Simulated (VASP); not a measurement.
# AlN (P4/mmm) in VASP: further runs

The runs below take AlN through relaxation of cell and atoms, with PBE.

Everything below comes from runs of VASP 6.6.1. Logs are shortened: lines on timing, memory, paths and dates and some standing lists are left out, and cuts for length are marked.

### Step 1. The cell of the first run

The structure is tetragonal, space group P4/mmm (No. 123). Conventional cell: a = 2.692 Å, b = 2.692 Å, c = 4.621 Å, α = 90.00°, β = 90.00°, γ = 90.00°. Al (site symmetry 4/mmm) has 4 N at 1.90 Å within 2.5 Å. N (site symmetry 4/mmm) has 4 Al at 1.90 Å within 2.5 Å.

The cell was generated, and may not be a known phase.

### Step 2. Relaxation of cell and atoms, PBE

File INCAR:

```
ALGO = Normal
EDIFF = 1E-7
EDIFFG = -0.01
ENCUT = 600
GGA = PE
IBRION = 2
ISIF = 3
ISMEAR = 0
LASPH = True
LCHARG = False
LREAL = False
LWAVE = False
NELM = 100
NSW = 100
PREC = Accurate
SIGMA = 0.02
```

File KPOINTS:

```
k-points
0
Gamma
  10 10 6
```

File POSCAR:

```
AlN
1.0
    2.6922556324      0.0000000000      0.0000000000
    0.0000000000      2.6922556324      0.0000000000
    0.0000000000      0.0000000000      4.6208098630
Al N
1 1
Direct
    0.5000000000      0.5000000000      0.5000000000
    0.0000000000      0.0000000000      0.5000000000
```

Potentials or basis: VASP PAW PBE potentials, release 64 (Al, N).

Command:

```
cat potpaw_PBE.64/Al/POTCAR potpaw_PBE.64/N/POTCAR > POTCAR
mpirun -np 1 vasp_std > vasp.out
```

OUTCAR:

```text
EDIFF = 1E-7
   EDIFFG = -0.01
   ENCUT = 600
   GGA = PE
   IBRION = 2
   ISIF = 3
   ISMEAR = 0
   LASPH = True
   LREAL = False
   NELM = 100
   NSW = 100
   PREC = Accurate

 ion  position               nearest neighbor table
   1  0.500  0.500  0.500-   2 1.90   2 1.90   2 1.90   2 1.90
   2  0.000  0.000  0.500-   1 1.90   1 1.90   1 1.90   1 1.90

  LATTYP: Found a simple tetragonal cell.
 ALAT       =     2.6922556324
 C/A-ratio  =     1.7163339942

  Lattice vectors:

 A1 = (   2.6922556324,   0.0000000000,   0.0000000000)
 A2 = (   0.0000000000,   2.6922556324,   0.0000000000)
 A3 = (   0.0000000000,   0.0000000000,   4.6208098630)

Analysis of symmetry for initial positions (statically):
=====================================================================
 Subroutine PRICEL returns:
 Original cell was already a primitive cell.

 Routine SETGRP: Setting up the symmetry group for a
 simple tetragonal supercell.

 Subroutine GETGRP returns: Found 16 space group operations
 (whereof 16 operations were pure point group operations)
 out of a pool of 16 trial point group operations.

The static configuration has the point symmetry D_4h.

Analysis of symmetry for dynamics (positions and initial velocities):
=====================================================================
 Subroutine PRICEL returns:
 Original cell was already a primitive cell.

 Routine SETGRP: Setting up the symmetry group for a
 simple tetragonal supercell.

 Subroutine GETGRP returns: Found 16 space group operations
 (whereof 16 operations were pure point group operations)
 out of a pool of 16 trial point group operations.

The dynamic configuration has the point symmetry D_4h.

 Subroutine INISYM returns: Found 16 space group operations
 (whereof 16 operations are pure point group operations),
 and found     1 'primitive' translations

----------------------------------------------------------------------------------------

                                     Primitive cell

  volume of cell :      33.4927

  direct lattice vectors                    reciprocal lattice vectors
     2.692255632  0.000000000  0.000000000     0.371435754  0.000000000  0.000000000
     0.000000000  2.692255632  0.000000000     0.000000000  0.371435754  0.000000000
     0.000000000  0.000000000  4.620809863     0.000000000  0.000000000  0.216412280

  length of vectors
     2.692255632  2.692255632  4.620809863     0.371435754  0.371435754  0.216412280

  position of ions in fractional coordinates (direct lattice)
     0.500000000  0.500000000  0.500000000
     0.000000000  0.000000000  0.500000000

  ion indices of the primitive-cell ions
   primitive index   ion index
                 1           1
                 2           2

----------------------------------------------------------------------------------------

 KPOINTS: k-points

Automatic generation of k-mesh.
 Grid dimensions read from file:
 generate k-points for:   10   10    6

 Generating k-lattice:

  Cartesian coordinates                     Fractional coordinates (reciprocal lattice)
     0.037143575  0.000000000  0.000000000     0.100000000  0.000000000  0.000000000
     0.000000000  0.037143575  0.000000000     0.000000000  0.100000000  0.000000000
     0.000000000  0.000000000  0.036068713     0.000000000  0.000000000  0.166666667

  Length of vectors
     0.037143575  0.037143575  0.036068713

  Shift w.r.t. Gamma in fractional coordinates (k-lattice)
     0.000000000  0.000000000  0.000000000

 Subroutine IBZKPT returns following result:
 ===========================================

 Found     84 irreducible k-points:

 Following reciprocal coordinates:
            Coordinates               Weight
  0.000000  0.000000  0.000000      1.000000
  0.100000  0.000000  0.000000      4.000000
  0.200000  0.000000  0.000000      4.000000
  0.300000  0.000000  0.000000      4.000000
  0.400000  0.000000  0.000000      4.000000
  0.500000  0.000000  0.000000      2.000000
[... 16 lines left out ...]
  0.100000  0.000000  0.166667      8.000000
  0.200000  0.000000  0.166667      8.000000
 [... further k-points ...]
   k-points           NKPTS =     84   k-points in BZ     NKDIM =     84   number of bands    NBANDS=      8
   number of dos      NEDOS =    301   number of ions     NIONS =      2
   total plane-waves  NPLWV =  23040
   dimension x,y,z NGX =    24 NGY =   24 NGZ =   40
   dimension x,y,z NGXF=    48 NGYF=   48 NGZF=   80
   ions per type =               1   1
   NGX,Y,Z   is equivalent  to a cutoff of  14.82, 14.82, 14.39 a.u.
   NGXF,Y,Z  is equivalent  to a cutoff of  29.64, 29.64, 28.78 a.u.
 SYSTEM =  unknown system
   PREC   = accura    normal or accurate (medium, high low for compatibility)
   ISTART =      0    job   : 0-new  1-cont  2-samecut
   ICHARG =      2    charge: 1-file 2-atom 10-const
   ISPIN  =      1    spin polarized calculation?
   LNONCOLLINEAR =      F non collinear calculations
   LSORBIT =      F    spin-orbit coupling
   LASPH  =      T    aspherical Exc in radial PAW
   ENCUT  =  600.0 eV  44.10 Ry    6.64 a.u.   5.38  5.38  9.23*2*pi/ulx,y,z
   NELM   =    100;   NELMIN=  2; NELMDL= -5     # of ELM steps
   EDIFF  = 0.1E-06   stopping-criterion for ELM
   LREAL  =      F    real-space projection
   EDIFFG = -.1E-01   stopping-criterion for IOM
   NSW    =    100    number of steps for IOM
   IBRION =      2    ionic relax: 0-MD 1-quasi-New 2-CG
   NFREE  =      1    steps in history (QN), initial steepest desc. (CG)
   ISIF   =      3    stress and relaxation
   ISYM   =      2    0-nonsym 1-usesym 2-fastsym
   POTIM  = 0.5000    time-step for ionic-motion
   TEBEG  =    0.0;   TEEND  =   0.0 temperature during run
   PSTRESS=    0.0 pullay stress
   NELECT =       8.0000    total number of electrons
   NUPDOWN=      -1.0000    fix difference up-down
   EMIN   =  10.00;   EMAX   =-10.00  energy-range for DOS
   EFERMI =   0.00;   METHOD = LEGACY
   ISMEAR =     0;   SIGMA  =   0.02  broadening in eV -4-tet -1-fermi 0-gaus
   EFERMI_NEDOS =   21; number of points for ismear=-14 and -15
   IALGO  =     38    algorithm
   IMIX   =      4    mixing-type and parameters
     AMIX     =   0.40;   BMIX     =  1.00
     AMIX_MAG =   1.60;   BMIX_MAG =  1.00
  volume/ion in A,a.u.               =      16.75       113.01
  Fermi-wavevector in a.u.,A,eV,Ry     =   1.015753  1.919494 14.037856  1.031753
  Thomas-Fermi vector in A             =   2.149057
   LORBIT       =      0    0 simple, 1 ext, 2 COOP (PROOUT), +10 PAW based schemes
   GGA     = PE    functional components
   LHFCALC =     F    Hartree Fock is set to
   AEXX    =    0.0000 exact exchange contribution
   IVDW    =     0    specifies the selected vdW correction
   LEPSILON=     F    determine dielectric tensor
   LRPA    =     F    only Hartree local field effects (RPA)
 conjugate gradient relaxation of ions
 non-spin polarized calculation
 Gauss-broadening in eV      SIGMA  =   0.02
  energy-cutoff  :      600.00
  volume of cell :       33.49
 maximum number of plane-waves:      1136
 NGX is ok and might be reduce to    24
   NGX = 11   NGY = 11   NGZ = 19

--------------------------------------- Ionic step        1  -------------------------------------------

 number of electron       7.9999999 magnetization

 Free energy of the ion-electron system (eV)
  ---------------------------------------------------
  ext. energy  EPLUGINS =         0.00000000
  ---------------------------------------------------
  free energy    TOTEN  =       -13.45384045 eV

  energy without entropy =      -13.45384045  energy(sigma->0) =      -13.45384045

------------------------ aborting loop because EDIFF is reached ----------------------------------------

  FORCE on cell =-STRESS in cart. coord.  units (eV):
  Direction    XX          YY          ZZ          XY          YZ          ZX
  --------------------------------------------------------------------------------------
  -------------------------------------------------------------------------------------
  Total       -0.0485522     -0.0485522      0.0180076      0.0000000     -0.0000000     -0.0000000
  in kB       -2.3225701     -2.3225701      0.8614238      0.0000000     -0.0000000     -0.0000000
  external PRESSURE =      -1.2612388 kB  Pullay stress =       0.0000000 kB

 VOLUME and BASIS-vectors are now :
 -----------------------------------------------------------------------------
  energy-cutoff  :      600.00
  volume of cell :       33.49
      direct lattice vectors                 reciprocal lattice vectors
     2.692255632  0.000000000  0.000000000     0.371435754  0.000000000  0.000000000
     0.000000000  2.692255632  0.000000000     0.000000000  0.371435754  0.000000000
     0.000000000  0.000000000  4.620809863     0.000000000  0.000000000  0.216412280
[... 37 lines left out ...]
 POSITION                                       TOTAL-FORCE (eV/Angst)
 -----------------------------------------------------------------------------------
      1.34455      1.34455      2.31141         0.000000      0.000000      0.000000
     -0.00000     -0.00000      2.31141        -0.000000     -0.000000      0.000000
 -----------------------------------------------------------------------------------
    total drift:                               -0.000000     -0.000000     -0.000000

  FREE ENERGIE OF THE ION-ELECTRON SYSTEM (eV)
  ---------------------------------------------------
  free  energy   TOTEN  =       -13.4538083062 eV

  energy  without entropy=      -13.4538083062  energy(sigma->0) =      -13.45380831

--------------------------------------- Ionic step        3  -------------------------------------------

 number of electron       7.9999999 magnetization

 Free energy of the ion-electron system (eV)
  ---------------------------------------------------
  ext. energy  EPLUGINS =         0.00000000
  ---------------------------------------------------
  free energy    TOTEN  =       -13.45386519 eV

  energy without entropy =      -13.45386519  energy(sigma->0) =      -13.45386519

 E-fermi :   3.2378     XC(G=0):  -8.1407

 val. band max:        3.0788062340   @ k =   0.5000   0.5000   0.0000
 cond. band min:       3.8703780487   @ k =   0.0000   0.0000   0.0000
 fundamental gap:      0.7915718147
 Fermi energy:         3.2378170570

 k-point     1 :       0.0000    0.0000    0.0000
  band No.  band energies     occupation
      1     -12.7001      2.00000
      2      -0.6964      2.00000
      3       2.0912      2.00000
      4       2.0912      2.00000
      5       3.8704      0.00000
      6      11.3039      0.00000
      7      11.3338      0.00000
      8      11.6459      0.00000

 k-point     2 :       0.1000    0.0000    0.0000
  band No.  band energies     occupation
      1     -12.5629      2.00000
      2      -0.5514      2.00000
      3       1.1739      2.00000
      4       2.1292      2.00000
      5       4.2439      0.00000
      6      11.0482      0.00000
      7      11.5830      0.00000
      8      12.3736      0.00000
[... 221 lines left out ...]
 k-point    23 :       0.1000    0.0000    0.1667
  band No.  band energies     occupation
      1     -12.5554      2.00000
      2      -0.7721      2.00000
      3       1.1964      2.00000
      4       2.1308      2.00000
      5       4.7509      0.00000
      6      10.1629      0.00000
      7      12.1493      0.00000
      8      12.6775      0.00000

 k-point    24 :       0.2000    0.0000    0.1667
  band No.  band energies     occupation
      1     -12.1627      2.00000
      2      -0.5996      2.00000
      3      -0.3081      2.00000
      4       2.2326      2.00000
      5       5.4224      0.00000
      6       9.8359      0.00000
      7      12.3955      0.00000
      8      13.7096      0.00000

 [... further k-points ...]

------------------------ aborting loop because EDIFF is reached ----------------------------------------

  FORCE on cell =-STRESS in cart. coord.  units (eV):
  Direction    XX          YY          ZZ          XY          YZ          ZX
  --------------------------------------------------------------------------------------
  -------------------------------------------------------------------------------------
  Total        0.0044427      0.0044427      0.0178295      0.0000000     -0.0000000      0.0000000
  in kB        0.2126866      0.2126866      0.8535556      0.0000000     -0.0000000      0.0000000
  external PRESSURE =       0.4263096 kB  Pullay stress =       0.0000000 kB

 VOLUME and BASIS-vectors are now :
 -----------------------------------------------------------------------------
  energy-cutoff  :      600.00
  volume of cell :       33.47
      direct lattice vectors                 reciprocal lattice vectors
     2.690991940  0.000000000 -0.000000000     0.371610180  0.000000000  0.000000000
     0.000000000  2.690991940  0.000000000     0.000000000  0.371610180  0.000000000
    -0.000000000 -0.000000000  4.621614299     0.000000000  0.000000000  0.216374612

 POSITION                                       TOTAL-FORCE (eV/Angst)
 -----------------------------------------------------------------------------------
      1.34550      1.34550      2.31081         0.000000      0.000000      0.000000
     -0.00000     -0.00000      2.31081        -0.000000     -0.000000      0.000000
 -----------------------------------------------------------------------------------
    total drift:                               -0.000000     -0.000000     -0.000000

  FREE ENERGIE OF THE ION-ELECTRON SYSTEM (eV)
  ---------------------------------------------------
  free  energy   TOTEN  =       -13.4538651901 eV

  energy  without entropy=      -13.4538651901  energy(sigma->0) =      -13.45386519

 reached required accuracy - stopping structural energy minimisation
```

Wall time 34 s (1 thread of Intel Xeon Platinum 8259CL at 2.50GHz (Skylake/Cascade Lake), shared host); peak memory 0.17 GiB.

What came out:

- Free energy: -13.4539 eV
- Relaxed volume: 16.73 Å³/atom
- Relaxed cell: a = 2.691 Å, b = 2.691 Å, c = 4.622 Å, α = 90.00°, β = 90.00°, γ = 90.00°
- Space group after relaxing (to 0.1 Å): P4/mmm (No. 123)
- Energy gained by relaxing: 0.0 meV/atom
- Ionic steps: 3
- Pressure after relaxing: 0.0 GPa
- Band gap on the k mesh: 0.79 eV (least direct gap 1.78 eV)

Final structure:
```
Al N
1.0
     2.69099    0.00000    0.00000
     0.00000    2.69099    0.00000
     0.00000    0.00000    4.62161
Al N
1 1
Direct
  0.50000 0.50000 0.50000
  0.00000 0.00000 0.50000
```

Caveat: semilocal functionals underestimate gaps, and a narrow one can read as zero. A k mesh can miss the band edges.

### Step 3. Relaxation of cell and atoms, PBE

This run uses another cell than the first one, of 18.13 Å³/atom.

File INCAR:

```
  PREC = Accurate
  ENCUT = 600
  EDIFF = 1E-6
  ISMEAR = 0
  SIGMA = 0.02
  LREAL = False
  LASPH = True
  NELM = 60
  ALGO = Normal
  ISIF = 3
  LWAVE = False
  LCHARG = False
  GGA = PE
  IBRION = 2
  NSW = 100
  EDIFFG = -0.01
```

File KPOINTS:

```
Automatic mesh
0
Gamma
  10 10 6
```

File POSCAR:

```
AlN
1.0
    2.6923545806      0.0000000000      0.0000000000
    0.0000000000      2.6923545806      0.0000000000
    0.0000000000      0.0000000000      5.0032571295
Al N
1 1
Direct
    0.5000000000      0.5000000000      0.5000000000
    0.0000000000      0.0000000000      0.5000000000
```

Potentials or basis: VASP PAW PBE potentials, release 64 (Al, N).

Command:

```
cat potpaw_PBE.64/Al/POTCAR potpaw_PBE.64/N/POTCAR > POTCAR
mpirun -np 1 vasp_std > vasp.out
```

It took 35 s on 1 thread of Intel Xeon Platinum 8259CL at 2.50GHz (Skylake/Cascade Lake), shared host; peak memory 0.17 GiB.

Results (log left out):

```
Free energy                           : -13.4558 eV
Relaxed volume                        : 18.10 Å³/atom
Relaxed cell                          : a = 2.691 Å, b = 2.691 Å, c = 4.999 Å, α = 90.00°, β = 90.00°, γ = 90.00°
Space group after relaxing (to 0.1 Å) : P4/mmm (No. 123)
Energy gained by relaxing             : 0.0 meV/atom
Ionic steps                           : 4
Pressure after relaxing               : 0.0 GPa
Band gap on the k mesh                : 0.94 eV (least direct gap 1.89 eV)
```

Stress tensor (GPa, compression positive):
```
 0.03  0.00  0.00
 0.00  0.03  0.00
 0.00  0.00 -0.08
```

Final structure:
```xyz
2
Lattice="2.6911 0.0000 0.0000 0.0000 2.6911 0.0000 0.0000 0.0000 4.9994" Properties=species:S:1:pos:R:3 pbc="T T T"
Al    1.3456    1.3456    2.4997
N     0.0000    0.0000    2.4997
```

Levels at points of the mesh, in eV from the valence-band top:
```tsv
k point	band 1	band 2	band 3	band 4	band 5	band 6	band 7	band 8
(0.00, 0.00, 0.00)	-15.73	-3.89	-0.95	-0.95	0.94	7.69	7.78	8.62
(0.50, 0.00, 0.00)	-13.76	-7.35	-1.64	-0.52	3.80	5.54	6.70	11.05
(0.50, 0.50, 0.00)	-12.28	-5.57	-5.57	0.00	3.18	8.08	8.88	8.88
(0.00, 0.00, 0.50)	-15.72	-4.36	-0.95	-0.95	3.37	4.20	8.66	11.39
(0.50, 0.00, 0.50)	-13.75	-7.32	-1.82	-0.52	2.65	7.62	8.70	9.04
(0.50, 0.50, 0.50)	-12.28	-5.56	-5.56	-0.07	3.45	7.05	7.89	7.89
```

A k mesh can miss the band edges.
